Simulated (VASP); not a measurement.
## TiSi16 (a cell with a defect): relaxation of the atoms with PBE

The system is TiSi16 (a cell with a defect).

```
Si Ti
1.0
     0.00000    5.43000    5.43000
     5.43000    0.00000    5.43000
     5.43000    5.43000    0.00000
Si Ti
16 1
Direct
  0.00000 0.00000 0.00000
  0.12500 0.12500 0.12500
  0.00000 0.00000 0.50000
  0.12500 0.12500 0.62500
  0.00000 0.50000 0.00000
  0.12500 0.62500 0.12500
  0.00000 0.50000 0.50000
  0.12500 0.62500 0.62500
  0.50000 0.00000 0.00000
  0.62500 0.12500 0.12500
  0.50000 0.00000 0.50000
  0.62500 0.12500 0.62500
  0.50000 0.50000 0.00000
  0.62500 0.62500 0.12500
  0.50000 0.50000 0.50000
  0.62500 0.62500 0.62500
  0.80812 0.30963 0.30960
```

```
Program                : VASP 6.6.1
Task                   : relaxation of the atoms
Functional             : PBE
Potentials or basis    : VASP PAW PBE potentials, release 64 (Si, Ti_sv)
Cutoff                 : 450 eV
k mesh                 : 2 × 2 × 2
Occupations            : fermi-dirac, width 0.05 eV
Spin                   : no spin polarisation
Dipole correction      : no
Further INCAR settings : ALGO = Normal; EDIFF = 1e-07; IBRION = 2; EDIFFG = -0.03; NSW = 80
```

The energy gained by relaxing is 190.3 meV/atom. The ionic steps are 46 and the pressure after relaxing is 4.0 GPa. The largest force after relaxing is 0.017 eV/Å and the band gap on the k mesh is zero (bands 38 and 39 overlap by 0.43 eV).

Forces in eV/Å, atoms in the order of the input:
```
Si  -0.010  0.001  0.001
Si   0.000 -0.008 -0.008
Si   0.002  0.002  0.001
Si   0.008  0.006  0.007
Si   0.002  0.001  0.002
Si   0.008  0.007  0.006
Si   0.008  0.007  0.007
Si   0.005  0.007  0.007
Si  -0.013 -0.008 -0.008
Si  -0.003 -0.002 -0.002
Si   0.000  0.001 -0.010
Si  -0.003 -0.002 -0.003
Si   0.000 -0.010  0.001
Si  -0.003 -0.003 -0.002
Si   0.004  0.001  0.001
Si   0.005  0.008  0.008
Ti  -0.011 -0.006 -0.006
```

Step by step:
| step | energy change (eV) | largest force (eV/Å) | pressure (GPa) |
| --- | --- | --- | --- |
| 1 | 0.0000 | 3.4143 | 9.07 |
| 3 | -1.2846 | 0.9530 | 7.31 |
| 5 | -1.3593 | 0.4964 | 7.11 |
| 7 | -1.3868 | 0.3707 | 6.95 |
| 9 | -1.4463 | 0.7998 | 6.55 |
| 11 | -1.4942 | 0.9825 | 6.35 |
| 13 | -1.7724 | 1.6881 | 5.36 |
| 15 | -1.8832 | 1.4358 | 4.72 |
| 17 | -1.9562 | 1.6067 | 4.02 |
| 19 | -2.0638 | 1.5575 | 3.62 |
| 21 | -2.2344 | 1.5943 | 3.20 |
| 23 | -2.5896 | 0.8797 | 3.11 |
| 25 | -2.6469 | 1.0568 | 3.16 |
| 27 | -2.8304 | 0.5652 | 3.49 |
| 29 | -3.0101 | 0.8008 | 3.62 |
| 31 | -3.0840 | 0.5540 | 3.62 |
| 33 | -3.1267 | 0.3786 | 3.70 |
| 35 | -3.1780 | 0.4812 | 3.96 |
| 37 | -3.2150 | 0.2533 | 4.00 |
| 39 | -3.2307 | 0.1011 | 4.03 |
| 41 | -3.2338 | 0.0733 | 4.04 |
| 43 | -3.2344 | 0.0326 | 4.03 |
| 45 | -3.2346 | 0.0311 | 4.03 |
| 46 | -3.2348 | 0.0174 | 4.03 |

Final structure:
```yaml
crystal:
  lattice:
    - [0.00000, 5.43000, 5.43000]
    - [5.43000, 0.00000, 5.43000]
    - [5.43000, 5.43000, 0.00000]
  atoms:
    - { symbol: Si, position: [0.00778, 0.00012, 0.00011] }
    - { symbol: Si, position: [0.14107, 0.12450, 0.12450] }
    - { symbol: Si, position: [0.00702, 0.99883, 0.50709] }
    - { symbol: Si, position: [0.12700, 0.13182, 0.62710] }
    - { symbol: Si, position: [0.00702, 0.50709, 0.99882] }
    - { symbol: Si, position: [0.12700, 0.62710, 0.13182] }
    - { symbol: Si, position: [0.00246, 0.50251, 0.50251] }
    - { symbol: Si, position: [0.12603, 0.62611, 0.62611] }
    - { symbol: Si, position: [0.50432, 0.00441, 0.00441] }
    - { symbol: Si, position: [0.62518, 0.12534, 0.12533] }
    - { symbol: Si, position: [0.49999, 0.00009, 0.50791] }
    - { symbol: Si, position: [0.62440, 0.12449, 0.64110] }
    - { symbol: Si, position: [0.49999, 0.50791, 0.00009] }
    - { symbol: Si, position: [0.62440, 0.64110, 0.12448] }
    - { symbol: Si, position: [0.49877, 0.50709, 0.50708] }
    - { symbol: Si, position: [0.63175, 0.62709, 0.62709] }
    - { symbol: Ti, position: [0.75393, 0.25404, 0.25404] }
```

Levels at points of the mesh, in eV from the Fermi level:
| k point | band 33 | band 34 | band 35 | band 36 | band 37 | band 38 | band 39 | band 40 | band 41 | band 42 |
| --- | --- | --- | --- | --- | --- | --- | --- | --- | --- | --- |
| (0.00, 0.00, 0.00) | -1.71 | -0.98 | -0.98 | -0.98 | -0.41 | -0.39 | -0.39 | -0.09 | -0.09 | 0.25 |
| (0.50, 0.00, 0.00) | -1.97 | -1.96 | -1.36 | -1.36 | -0.27 | 0.04 | 0.06 | 0.45 | 0.46 | 0.80 |
| (0.00, 0.50, 0.00) | -1.97 | -1.96 | -1.36 | -1.36 | -0.27 | 0.04 | 0.06 | 0.45 | 0.46 | 0.80 |
| (0.00, 0.00, 0.50) | -1.97 | -1.96 | -1.36 | -1.36 | -0.27 | 0.04 | 0.06 | 0.45 | 0.46 | 0.80 |
| (0.50, 0.50, 0.50) | -1.97 | -1.97 | -1.36 | -1.36 | -0.28 | 0.03 | 0.03 | 0.46 | 0.46 | 0.83 |
| (0.50, 0.50, 0.00) | -2.45 | -2.00 | -2.00 | -1.87 | -0.69 | -0.03 | 0.58 | 0.59 | 1.12 | 1.34 |
| (0.00, 0.50, 0.50) | -2.45 | -2.00 | -2.00 | -1.87 | -0.69 | -0.03 | 0.58 | 0.59 | 1.12 | 1.34 |
| (0.50, 0.00, 0.50) | -2.45 | -2.00 | -2.00 | -1.87 | -0.69 | -0.03 | 0.58 | 0.59 | 1.12 | 1.34 |

Wall time 42 min on 1 thread of Intel(R) Xeon(R) 6975P-C (Granite Rapids), with other jobs on the host, peak memory 0.43 GiB.

Caveat: the k points lie up to 0.50 Å⁻¹ apart.
